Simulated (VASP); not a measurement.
# TiTe2 in VASP: notebook, part 2 of 2

VASP 6.6.1.

## (3) Single point, PBE (atoms moved at random)

Input file INCAR:

```
SYSTEM = TiTe2
PREC = Accurate
ENCUT = 520
EDIFF = 1E-7
ISMEAR = -1
SIGMA = 0.05
LREAL = .False.
LASPH = .True.
NELM = 60
ALGO = Normal
ISIF = 2
LWAVE = .False.
LCHARG = .True.
GGA = PE
LELF = .True.
LVHAR = .True.
NBANDS = 19
```

Input file KPOINTS:

```
regular mesh
0
Gamma
  8 8 4
  0 0 0
```

Input file POSCAR:

```
TiTe2
1.0
    3.7770000000      0.0000000000      0.0000000000
   -1.8885000000      3.2709779501      0.0000000000
    0.0000000000      0.0000000000      6.4980000000
Te Ti
2 1
Direct
    0.3388330000      0.6607440000      0.7419060000
    0.6673940000      0.3380020000      0.2672440000
   -0.0012540000     -0.0001860000      0.0024000000
```

Potentials or basis: VASP PAW PBE potentials, release 64 (Te, Ti_sv).

The run is started by

```console
$ cat potpaw_PBE.64/Te/POTCAR potpaw_PBE.64/Ti_sv/POTCAR > POTCAR
$ mpirun -np 1 vasp_std > vasp.out
```

It took 2.7 min on 1 thread of Intel Xeon 6975P-C, shared host; peak memory 0.33 GiB.

Results (log left out):

| Quantity | Value |
| --- | --- |
| Free energy | -16.2105 eV |
| Pressure | 1.0 GPa |
| Largest force | 0.193 eV/Å |
| Band gap on the k mesh | zero (band 12 reaches 7.22 eV, above the bottom of band 13 at 6.55 eV) |

Forces on the atoms (eV/Å):
```
Te  -0.130  0.083 -0.116
Te   0.043 -0.073 -0.047
Ti   0.087 -0.009  0.163
```

Stress tensor (GPa, compression positive):
```
 0.59  0.18  0.50
 0.18  0.91 -0.46
 0.50 -0.46  1.36
```

Levels at points of the mesh, in eV from the Fermi level:
```tsv
k point	band 9	band 10	band 11	band 12	band 13	band 14	band 15	band 16
(0.00, 0.00, 0.00)	-1.66	0.35	0.39	0.41	0.59	1.05	1.12	3.02
(0.50, 0.00, 0.00)	-2.72	-2.36	-1.74	-1.12	0.03	1.15	1.48	2.43
(0.00, 0.50, 0.00)	-2.75	-2.34	-1.73	-1.13	0.03	1.15	1.48	2.44
(0.50, 0.50, 0.00)	-2.64	-2.46	-1.78	-1.12	0.04	1.16	1.49	2.39
(0.00, 0.00, 0.50)	-1.62	-1.58	0.38	0.40	0.77	0.77	1.04	3.48
(0.50, 0.00, 0.50)	-2.41	-2.01	-0.98	-0.60	-0.26	1.15	1.46	2.61
(0.00, 0.50, 0.50)	-2.42	-2.00	-0.99	-0.61	-0.26	1.15	1.46	2.60
(0.50, 0.50, 0.50)	-2.36	-2.04	-0.94	-0.60	-0.24	1.15	1.47	2.64
```

Caveat: the cell differs from its parent crystal (atoms moved at random); spin-orbit coupling is left out, which moves the levels of the heavy elements.

## (4) Single point, r2SCAN

This run uses another cell than the first one, of 25.15 Å³/atom, 0.904 times its volume.

Input file POSCAR:

```
TiTe2
1.0
    3.6998967326      0.0000000000      0.0000000000
   -1.8499483663      3.2042045618      0.0000000000
    0.0000000000      0.0000000000      6.3653505344
Te Ti
2 1
Direct
    0.3333333333      0.6666666667      0.7372000000
    0.6666666667      0.3333333333      0.2628000000
    0.0000000000      0.0000000000      0.0000000000
```

Input file INCAR.step1:

```
SYSTEM = TiTe2
ALGO = Normal ; EDIFF = 1E-4
ENCUT = 520 ; GGA = PE
ISMEAR = -1 ; LASPH = .True.
LCHARG = .False. ; LREAL = .False.
LWAVE = .True. ; NBANDS = 19
NELM = 80 ; PREC = Accurate
SIGMA = 0.05
```

Input file INCAR.step2:

```
SYSTEM = TiTe2
ALGO = Normal ; EDIFF = 1E-6
ENCUT = 520 ; ISIF = 2
ISMEAR = -1 ; ISTART = 1
LASPH = .True. ; LCHARG = .False.
LMIXTAU = .True. ; LREAL = .False.
LWAVE = .False. ; METAGGA = R2SCAN
NBANDS = 19 ; NELM = 80
PREC = Accurate ; SIGMA = 0.05
```

Input file KPOINTS:

```
k-points
0
Gamma
  8 8 4
  0 0 0
```

The run is started by

```console
$ cat potpaw_PBE.64/Te/POTCAR potpaw_PBE.64/Ti_sv/POTCAR > POTCAR
$ cp INCAR.step1 INCAR
$ mpirun -np 1 vasp_std > vasp.out
$ cp INCAR.step2 INCAR
$ mpirun -np 1 vasp_std > vasp.out
```

Run time: 4.6 min. Hardware: 1 thread of Intel Xeon 8259CL, shared host; peak memory 0.22 GiB.

The run converged. Its results:

| Item | Value |
| --- | --- |
| Free energy | -66.1678 eV |
| Pressure | 5.9 GPa |
| Largest force | 0.383 eV/Å |
| Band gap on the k mesh | zero (band 12 reaches 8.01 eV, above the bottom of band 13 at 7.27 eV) |

Forces on the atoms (eV/Å):
```
Te   0.000  0.000 -0.383
Te   0.000  0.000  0.383
Ti   0.000  0.000  0.000
```

Stress tensor (GPa, compression positive):
```
6.02 0.00 0.00
0.00 6.02 0.00
0.00 0.00 5.75
```

Levels at points of the mesh, in eV from the Fermi level:
```tsv
k point	band 10	band 11	band 12	band 13	band 14	band 15
(0.00, 0.00, 0.00)	0.44	0.44	0.45	0.59	1.16	1.16
(0.50, 0.00, 0.00)	-2.74	-2.11	-1.37	0.07	1.35	1.79
(0.00, 0.00, 0.50)	-1.94	0.43	0.43	0.79	0.79	1.32
(0.50, 0.00, 0.50)	-2.41	-1.14	-0.78	-0.29	1.35	1.76
```

Caveat: the PAW data sets were made with another functional, which shifts forces and pressure a little; spin-orbit coupling is left out, which moves the levels of the heavy elements.

## (5) Single point, r2SCAN

This run uses another cell than the first one, of 25.69 Å³/atom, 0.923 times its volume.

Input file POSCAR:

```
TiTe2
1.0
    3.7259532019      0.0000000000      0.0000000000
   -1.8629766009      3.2267701262      0.0000000000
    0.0000000000      0.0000000000      6.4101784236
Te Ti
2 1
Direct
    0.3333333333      0.6666666667      0.7372000000
    0.6666666667      0.3333333333      0.2628000000
    0.0000000000      0.0000000000      0.0000000000
```

Input file INCAR.step1:

```
SYSTEM = TiTe2
PREC = Accurate
ENCUT = 520
ISMEAR = -1
SIGMA = 0.05
LREAL = .FALSE.
LASPH = .TRUE.
NELM = 100
NBANDS = 19
GGA = PE
ALGO = Normal
EDIFF = 1E-4
LWAVE = .TRUE.
LCHARG = .FALSE.
```

Input file INCAR.step2:

```
SYSTEM = TiTe2
PREC = Accurate
ENCUT = 520
EDIFF = 1E-6
ISMEAR = -1
SIGMA = 0.05
LREAL = .FALSE.
LASPH = .TRUE.
NELM = 100
ALGO = Normal
ISIF = 2
LWAVE = .FALSE.
LCHARG = .FALSE.
METAGGA = R2SCAN
LMIXTAU = .TRUE.
NBANDS = 19
ISTART = 1
```

Input file KPOINTS:

```
regular mesh
0
G
  8 8 4
  0 0 0
```

The run is started by

```console
$ cat potpaw_PBE.64/Te/POTCAR potpaw_PBE.64/Ti_sv/POTCAR > POTCAR
$ cp INCAR.step1 INCAR
$ mpirun -np 1 vasp_std > vasp.out
$ cp INCAR.step2 INCAR
$ mpirun -np 1 vasp_std > vasp.out
```

Wall time 4.8 min (1 thread of Intel Xeon 8259CL, shared host); peak memory 0.22 GiB.

The run converged. Its results:

```yaml
Free_energy: -66.2184 eV
Pressure: 4.1 GPa
Largest_force: 0.175 eV/Å
Band_gap_on_the_k_mesh: zero (band 12 reaches 7.76 eV, above the bottom of band 13 at 7.04 eV)
```

Forces in eV/Å, atoms in the order of the input:
```
Te   0.000  0.000 -0.175
Te   0.000  0.000  0.175
Ti   0.000  0.000  0.000
```

Stress tensor (GPa, compression positive):
```
4.28 0.00 0.00
0.00 4.28 0.00
0.00 0.00 3.85
```

Levels at points of the mesh, in eV from the Fermi level:
| k point | band 8 | band 9 | band 10 | band 11 | band 12 | band 13 | band 14 | band 15 | band 16 | band 17 |
| --- | --- | --- | --- | --- | --- | --- | --- | --- | --- | --- |
| (0.00, 0.00, 0.00) | -1.99 | -1.99 | 0.43 | 0.43 | 0.46 | 0.54 | 1.09 | 1.09 | 3.28 | 3.28 |
| (0.50, 0.00, 0.00) | -4.12 | -3.07 | -2.69 | -2.08 | -1.36 | 0.07 | 1.31 | 1.73 | 2.58 | 3.59 |
| (0.00, 0.00, 0.50) | -2.95 | -1.91 | -1.91 | 0.42 | 0.42 | 0.74 | 0.74 | 1.26 | 3.77 | 3.77 |
| (0.50, 0.00, 0.50) | -5.04 | -2.76 | -2.37 | -1.15 | -0.79 | -0.26 | 1.30 | 1.70 | 2.76 | 3.79 |

Caveat: the PAW data sets were made with another functional, which shifts forces and pressure a little; spin-orbit coupling is left out, which moves the levels of the heavy elements.

## (6) Single point, r2SCAN

This run uses another cell than the first one, of 27.30 Å³/atom, 0.981 times its volume.

Input file POSCAR:

```
TiTe2
1.0
    3.8020139740      0.0000000000      0.0000000000
   -1.9010069870      3.2926406870      0.0000000000
    0.0000000000      0.0000000000      6.5410343667
Te Ti
2 1
Direct
    0.3333333333      0.6666666667      0.7372000000
    0.6666666667      0.3333333333      0.2628000000
    0.0000000000      0.0000000000      0.0000000000
```

Input file INCAR.step1:

```
ALGO = Normal
EDIFF = 1E-4
ENCUT = 520
GGA = PE
ISMEAR = -1
LASPH = T
LCHARG = F
LREAL = F
LWAVE = T
NBANDS = 19
NELM = 80
PREC = Accurate
SIGMA = 0.05
```

Input file INCAR.step2:

```
ALGO = Normal
EDIFF = 1E-6
ENCUT = 520
ISIF = 2
ISMEAR = -1
ISTART = 1
LASPH = T
LCHARG = F
LMIXTAU = T
LREAL = F
LWAVE = F
METAGGA = R2SCAN
NBANDS = 19
NELM = 80
PREC = Accurate
SIGMA = 0.05
```

Input file KPOINTS:

```
k-points
0
Gamma
  8 8 4
```

Potentials or basis: VASP PAW PBE potentials, release 64 (Te, Ti_sv).

The run is started by

```console
$ cat potpaw_PBE.64/Te/POTCAR potpaw_PBE.64/Ti_sv/POTCAR > POTCAR
$ cp INCAR.step1 INCAR
$ mpirun -np 1 vasp_std > vasp.out
$ cp INCAR.step2 INCAR
$ mpirun -np 1 vasp_std > vasp.out
```

Run time: 5.3 min. Hardware: 1 thread of Intel Xeon 8259CL, shared host; peak memory 0.23 GiB.

The run converged. Its results:

* Free energy: -66.2739 eV
* Pressure: -0.3 GPa
* Largest force: 0.365 eV/Å
* Band gap on the k mesh: zero (band 12 reaches 6.99 eV, above the bottom of band 13 at 6.40 eV)

Forces on the atoms (eV/Å):
```
Te   0.000  0.000  0.365
Te   0.000  0.000 -0.365
Ti   0.000  0.000  0.000
```

Stress tensor (GPa, compression positive):
```
-0.02  0.00  0.00
 0.00 -0.02  0.00
 0.00  0.00 -0.83
```

Levels at points of the mesh, in eV from the Fermi level:
| k point | band 8 | band 9 | band 10 | band 11 | band 12 | band 13 | band 14 | band 15 | band 16 | band 17 |
| --- | --- | --- | --- | --- | --- | --- | --- | --- | --- | --- |
| (0.00, 0.00, 0.00) | -1.92 | -1.92 | 0.38 | 0.40 | 0.40 | 0.45 | 0.90 | 0.90 | 2.99 | 2.99 |
| (0.50, 0.00, 0.00) | -3.90 | -2.91 | -2.56 | -2.00 | -1.34 | 0.06 | 1.17 | 1.56 | 2.40 | 3.25 |
| (0.00, 0.00, 0.50) | -2.79 | -1.85 | -1.85 | 0.39 | 0.39 | 0.59 | 0.59 | 1.10 | 3.41 | 3.41 |
| (0.50, 0.00, 0.50) | -4.75 | -2.63 | -2.27 | -1.19 | -0.83 | -0.19 | 1.16 | 1.53 | 2.54 | 3.41 |

Caveat: the PAW data sets were made with another functional, which shifts forces and pressure a little; spin-orbit coupling is left out, which moves the levels of the heavy elements.

## (7) Summary

| level | cell | gap on the mesh (eV) | pressure (GPa) | largest force (eV/Å) |
| --- | --- | --- | --- | --- |
| PBE | a = 3.827, b = 3.827, c = 6.584 Å, angles 90.0, 90.0, 120.0°, 3 atoms | none | -1.5 | 0.30 |
| PBE | a = 3.777, b = 3.777, c = 6.498 Å, angles 90.0, 90.0, 120.0°, 3 atoms | none | 1.0 | 0.19 |
| r2SCAN | a = 3.700, b = 3.700, c = 6.365 Å, angles 90.0, 90.0, 120.0°, 3 atoms | none | 5.9 | 0.38 |
| r2SCAN | a = 3.726, b = 3.726, c = 6.410 Å, angles 90.0, 90.0, 120.0°, 3 atoms | none | 4.1 | 0.18 |
| r2SCAN | a = 3.802, b = 3.802, c = 6.541 Å, angles 90.0, 90.0, 120.0°, 3 atoms | none | -0.3 | 0.36 |

Alike in all rows: task single point; potentials or basis VASP PAW PBE potentials, release 64 (Te, Ti_sv); no spin polarisation; k mesh 8 × 8 × 4; cutoff (eV) 520; smearing fermi-dirac 0.05 eV.

Caveats: spin-orbit coupling is left out, which moves the levels of the heavy elements; the PAW data sets were made with another functional, which shifts forces and pressure a little (some runs); this functional lacks dispersion, which binds the layers, so the pressure and a relaxed spacing across them are unreliable (some runs).

Absolute energies hang on the potentials; compare differences alone.
